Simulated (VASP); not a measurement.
# C (P6_3/mmc) in VASP: further runs

The runs below take C through single point, with r2SCAN.

All numbers are computed with VASP 6.6.1; they aren't measurements. Logs are shortened: lines on timing, memory, paths and dates and some standing lists are left out, and cuts for length are marked.

### 1 The cell of the first run

It takes space group P6_3/mmc (No. 194, hexagonal). The conventional cell has a = 2.456 Å, b = 2.456 Å, c = 7.011 Å, α = 90.00°, β = 90.00°, γ = 120.00°. Within 1.9 Å of C (site symmetry -6m2) lie 3 C at 1.42 Å. C (site symmetry -6m2) has 3 C at 1.42 Å within 1.9 Å.

### 2 Single point, r2SCAN

Input file POSCAR:

```
C
1.0
    2.4559134450      0.0000000000      0.0000000000
   -1.2279567225      2.1268834329      0.0000000000
    0.0000000000      0.0000000000      7.0106290262
C
4
Direct
    1.0000000000      1.0000000000      0.2500000000
    0.0000000000      0.0000000000      0.7500000000
    0.3333333333      0.6666666667      0.2500000000
    0.6666666667      0.3333333333      0.7500000000
```

Input file INCAR.step1:

```
ALGO = Normal ; EDIFF = 1E-4
ENCUT = 520 ; GGA = PE
ISMEAR = 1 ; LASPH = True
LCHARG = False ; LREAL = False
LWAVE = True ; NBANDS = 16
NELM = 60 ; PREC = Accurate
SIGMA = 0.03
```

Input file INCAR.step2:

```
ALGO = Normal ; EDIFF = 1E-7
ENCUT = 520 ; ISIF = 2
ISMEAR = 1 ; ISTART = 1
LASPH = True ; LCHARG = False
LMIXTAU = True ; LREAL = False
LWAVE = False ; METAGGA = R2SCAN
NBANDS = 16 ; NELM = 60
PREC = Accurate ; SIGMA = 0.03
```

Input file KPOINTS:

```
k-points
0
Gamma
  15 15 5
```

Potentials or basis: VASP PAW PBE potentials, release 64 (C).

Command:

```bash
cat potpaw_PBE.64/C/POTCAR > POTCAR
cp INCAR.step1 INCAR
mpirun -np 1 vasp_std > vasp.out
cp INCAR.step2 INCAR
mpirun -np 1 vasp_std > vasp.out
```

OUTCAR:

```text
EDIFF = 1E-7
   ENCUT = 520
   ISIF = 2
   ISMEAR = 1
   ISTART = 1
   LASPH = True
   LREAL = False
   METAGGA = R2SCAN
   NELM = 60
   PREC = Accurate

 ion  position               nearest neighbor table
   1  0.000  0.000  0.250-   3 1.42   3 1.42   3 1.42
   2  0.000  0.000  0.750-   4 1.42   4 1.42   4 1.42
   3  0.333  0.667  0.250-   1 1.42   1 1.42   1 1.42
   4  0.667  0.333  0.750-   2 1.42   2 1.42   2 1.42

  LATTYP: Found a hexagonal cell.
 ALAT       =     2.4559134450
 C/A-ratio  =     2.8545912481

  Lattice vectors:

 A1 = (   2.4559134450,   0.0000000000,   0.0000000000)
 A2 = (  -1.2279567225,   2.1268834329,   0.0000000000)
 A3 = (   0.0000000000,   0.0000000000,   7.0106290262)

Analysis of symmetry for initial positions (statically):
=====================================================================
 Subroutine PRICEL returns:
 Original cell was already a primitive cell.

 Routine SETGRP: Setting up the symmetry group for a
 hexagonal supercell.

 Subroutine GETGRP returns: Found 24 space group operations
 (whereof 12 operations were pure point group operations)
 out of a pool of 24 trial point group operations.

The static configuration has the point symmetry D_3d.
 The point group associated with its full space group is D_6h.

Analysis of symmetry for dynamics (positions and initial velocities):
=====================================================================
 Subroutine PRICEL returns:
 Original cell was already a primitive cell.

 Routine SETGRP: Setting up the symmetry group for a
 hexagonal supercell.

 Subroutine GETGRP returns: Found 24 space group operations
 (whereof 12 operations were pure point group operations)
 out of a pool of 24 trial point group operations.

The dynamic configuration has the point symmetry D_3d.
 The point group associated with its full space group is D_6h.

 Subroutine INISYM returns: Found 24 space group operations
 (whereof 12 operations are pure point group operations),
 and found     1 'primitive' translations

----------------------------------------------------------------------------------------

                                     Primitive cell

  volume of cell :      36.6196

  direct lattice vectors                    reciprocal lattice vectors
     2.455913445  0.000000000  0.000000000     0.407180474  0.235085756  0.000000000
    -1.227956723  2.126883433  0.000000000     0.000000000  0.470171512  0.000000000
     0.000000000  0.000000000  7.010629026     0.000000000  0.000000000  0.142640553

  length of vectors
     2.455913445  2.455913445  7.010629026     0.470171512  0.470171512  0.142640553

  position of ions in fractional coordinates (direct lattice)
     0.000000000  0.000000000  0.250000000
     0.000000000  0.000000000  0.750000000
     0.333333333  0.666666667  0.250000000
     0.666666667  0.333333333  0.750000000

  ion indices of the primitive-cell ions
   primitive index   ion index
                 1           1
                 2           2
                 3           3
                 4           4

----------------------------------------------------------------------------------------

 KPOINTS: k-points

Automatic generation of k-mesh.
 Grid dimensions read from file:
 generate k-points for:   15   15    5

 Generating k-lattice:

  Cartesian coordinates                     Fractional coordinates (reciprocal lattice)
     0.027145365  0.015672384  0.000000000     0.066666667  0.000000000  0.000000000
     0.000000000  0.031344767  0.000000000     0.000000000  0.066666667  0.000000000
     0.000000000  0.000000000  0.028528111     0.000000000  0.000000000  0.200000000

  Length of vectors
     0.031344767  0.031344767  0.028528111

  Shift w.r.t. Gamma in fractional coordinates (k-lattice)
     0.000000000  0.000000000  0.000000000

 Subroutine IBZKPT returns following result:
 ===========================================

 Found     81 irreducible k-points:

 Following reciprocal coordinates:
            Coordinates               Weight
  0.000000  0.000000  0.000000      1.000000
  0.066667  0.000000  0.000000      6.000000
  0.133333 -0.000000  0.000000      6.000000
  0.200000  0.000000  0.000000      6.000000
  0.266667 -0.000000  0.000000      6.000000
  0.333333  0.000000  0.000000      6.000000
[... 16 lines left out ...]
  0.333333  0.200000  0.000000     12.000000
  0.400000  0.200000  0.000000      6.000000
 [... further k-points ...]
   k-points           NKPTS =     81   k-points in BZ     NKDIM =     81   number of bands    NBANDS=     16
   number of dos      NEDOS =    301   number of ions     NIONS =      4
   total plane-waves  NPLWV =  17496
   dimension x,y,z NGX =    18 NGY =   18 NGZ =   54
   dimension x,y,z NGXF=    36 NGYF=   36 NGZF=  108
   ions per type =               4
   NGX,Y,Z   is equivalent  to a cutoff of  12.18, 12.18, 12.81 a.u.
   NGXF,Y,Z  is equivalent  to a cutoff of  24.37, 24.37, 25.61 a.u.
 SYSTEM =  unknown system
   PREC   = accura    normal or accurate (medium, high low for compatibility)
   ISTART =      1    job   : 0-new  1-cont  2-samecut
   ICHARG =      0    charge: 1-file 2-atom 10-const
   ISPIN  =      1    spin polarized calculation?
   LNONCOLLINEAR =      F non collinear calculations
   LSORBIT =      F    spin-orbit coupling
   LASPH  =      T    aspherical Exc in radial PAW
   ENCUT  =  520.0 eV  38.22 Ry    6.18 a.u.   4.57  4.57 13.04*2*pi/ulx,y,z
   NELM   =     60;   NELMIN=  2; NELMDL=  0     # of ELM steps
   EDIFF  = 0.1E-06   stopping-criterion for ELM
   LREAL  =      F    real-space projection
   EDIFFG = 0.1E-05   stopping-criterion for IOM
   NSW    =      0    number of steps for IOM
   IBRION =     -1    ionic relax: 0-MD 1-quasi-New 2-CG
   NFREE  =      0    steps in history (QN), initial steepest desc. (CG)
   ISIF   =      2    stress and relaxation
   ISYM   =      2    0-nonsym 1-usesym 2-fastsym
   POTIM  = 0.5000    time-step for ionic-motion
   TEBEG  =    0.0;   TEEND  =   0.0 temperature during run
   PSTRESS=    0.0 pullay stress
   NELECT =      16.0000    total number of electrons
   NUPDOWN=      -1.0000    fix difference up-down
   EMIN   =  10.00;   EMAX   =-10.00  energy-range for DOS
   EFERMI =   0.00;   METHOD = LEGACY
   ISMEAR =     1;   SIGMA  =   0.03  broadening in eV -4-tet -1-fermi 0-gaus
   EFERMI_NEDOS =   21; number of points for ismear=-14 and -15
   IALGO  =     38    algorithm
   IMIX   =      4    mixing-type and parameters
     AMIX     =   0.40;   BMIX     =  1.00
     AMIX_MAG =   1.60;   BMIX_MAG =  1.00
  volume/ion in A,a.u.               =       9.15        61.78
  Fermi-wavevector in a.u.,A,eV,Ry     =   1.242254  2.347519 20.996428  1.543194
  Thomas-Fermi vector in A             =   2.376616
   LORBIT       =      0    0 simple, 1 ext, 2 COOP (PROOUT), +10 PAW based schemes
   METAGGA = R2SCAN    functional components
   LHFCALC =     F    Hartree Fock is set to
   AEXX    =    0.0000 exact exchange contribution
   IVDW    =     0    specifies the selected vdW correction
   LEPSILON=     F    determine dielectric tensor
   LRPA    =     F    only Hartree local field effects (RPA)
 non-spin polarized calculation
 Methfessel and Paxton  Order N= 1 SIGMA  =   0.03
  energy-cutoff  :      520.00
  volume of cell :       36.62
 maximum number of plane-waves:      1008
   NGX =  9   NGY =  9   NGZ = 27

 number of electron      15.9999995 magnetization

 Free energy of the ion-electron system (eV)
  ---------------------------------------------------
  ext. energy  EPLUGINS =         0.00000000
  ---------------------------------------------------
  free energy    TOTEN  =       -39.74880188 eV

  energy without entropy =      -39.74867641  energy(sigma->0) =      -39.74876006

 E-fermi :   4.3057     XC(G=0): -10.8306

 val. band max:        4.3025029100   @ k =   0.3333   0.3333   0.2000
 cond. band min:       4.3140999068   @ k =   0.3333   0.3333   0.4000
 fundamental gap:      0.0115969969
 Fermi energy:         4.3057142262

 k-point     1 :       0.0000    0.0000    0.0000
  band No.  band energies     occupation
      1     -16.6320      2.00000
      2     -16.4228      2.00000
      3      -4.5635      2.00000
      4      -2.9580      2.00000
      5       1.0983      2.00000
      6       1.0983      2.00000
[... 8 lines left out ...]
     15      16.7554      0.00000
     16      16.9196      0.00000

 k-point     2 :       0.0667    0.0000    0.0000
  band No.  band energies     occupation
      1     -16.5195      2.00000
      2     -16.3117      2.00000
      3      -4.4276      2.00000
      4      -2.8284      2.00000
      5       0.6349      2.00000
      6       0.6541      2.00000
[... 8 lines left out ...]
     15      16.3323      0.00000
     16      16.5185      0.00000

 k-point     3 :       0.1333   -0.0000    0.0000
  band No.  band energies     occupation
      1     -16.1831      2.00000
      2     -15.9794      2.00000
      3      -4.0215      2.00000
      4      -2.4423      2.00000
      5      -0.5901      2.00000
      6      -0.5554      2.00000
[... 8 lines left out ...]
     15      15.1661      0.00000
     16      15.4312      0.00000

 k-point     4 :       0.2000    0.0000    0.0000
  band No.  band energies     occupation
      1     -15.6252      2.00000
      2     -15.4283      2.00000
      3      -3.3515      2.00000
      4      -2.2619      2.00000
      5      -2.2086      2.00000
      6      -1.8083      2.00000
[... 8 lines left out ...]
     15      16.7822      0.00000
     16      16.8159      0.00000
[... 324 lines left out ...]
 k-point    22 :       0.2667    0.2000    0.0000
  band No.  band energies     occupation
      1     -12.5902      2.00000
      2     -12.4301      2.00000
      3      -6.6601      2.00000
      4      -6.5886      2.00000
      5      -4.5089      2.00000
      6      -4.4573      2.00000
[... 8 lines left out ...]
     15      17.7132      0.00000
     16      18.2204      0.00000

 k-point    23 :       0.3333    0.2000    0.0000
  band No.  band energies     occupation
      1     -11.3719      2.00000
      2     -11.2306      2.00000
      3      -8.1784      2.00000
      4      -8.0816      2.00000
      5      -4.9745      2.00000
      6      -4.9086      2.00000
[... 8 lines left out ...]
     15      17.2844      0.00000
     16      17.7830      0.00000

 k-point    24 :       0.4000    0.2000    0.0000
  band No.  band energies     occupation
      1     -10.3843      2.00000
      2     -10.3111      2.00000
      3      -9.2222      2.00000
      4      -9.1763      2.00000
      5      -5.1193      2.00000
      6      -5.0498      2.00000
[... 8 lines left out ...]
     15      16.7328      0.00000
     16      16.8694      0.00000

 [... further k-points ...]

------------------------ aborting loop because EDIFF is reached ----------------------------------------

  FORCE on cell =-STRESS in cart. coord.  units (eV):
  Direction    XX          YY          ZZ          XY          YZ          ZX
  --------------------------------------------------------------------------------------
  -------------------------------------------------------------------------------------
  Total        0.2325155      0.2325155     -0.0024225      0.0000000      0.0000000      0.0000000
  in kB       10.1729943     10.1729943     -0.1059888      0.0000000      0.0000000      0.0000000
  external PRESSURE =       6.7466666 kB  Pullay stress =       0.0000000 kB

 VOLUME and BASIS-vectors are now :
 -----------------------------------------------------------------------------
  energy-cutoff  :      520.00
  volume of cell :       36.62
      direct lattice vectors                 reciprocal lattice vectors
     2.455913445  0.000000000  0.000000000     0.407180474  0.235085756  0.000000000
    -1.227956723  2.126883433  0.000000000     0.000000000  0.470171512  0.000000000
     0.000000000  0.000000000  7.010629026     0.000000000  0.000000000  0.142640553

 POSITION                                       TOTAL-FORCE (eV/Angst)
 -----------------------------------------------------------------------------------
      0.00000      0.00000      1.75266         0.000000      0.000000      0.000000
      0.00000      0.00000      5.25797        -0.000000     -0.000000     -0.000000
     -0.00000      1.41792      1.75266        -0.000000     -0.000000      0.000000
      1.22796      0.70896      5.25797         0.000000      0.000000      0.000000
 -----------------------------------------------------------------------------------
    total drift:                                0.000000     -0.000000      0.000000

  FREE ENERGIE OF THE ION-ELECTRON SYSTEM (eV)
  ---------------------------------------------------
  free  energy   TOTEN  =       -39.7488018813 eV

  energy  without entropy=      -39.7486764072  energy(sigma->0) =      -39.74876006
```

It took 85 s on 1 thread of Intel Xeon 6975P-C (Granite Rapids), shared host; peak memory 0.16 GiB.

Results:

- Free energy: -39.7488 eV
- Pressure: 0.7 GPa
- Band gap on the k mesh: zero (bands 8 and 9 overlap by 0.02 eV)

Stress tensor (GPa, compression positive):
```
 1.02  0.00  0.00
 0.00  1.02  0.00
 0.00  0.00 -0.01
```

Caveat: the PAW data sets were made with another functional, which shifts forces and pressure a little.

(Part 1 of 2 ends here.)
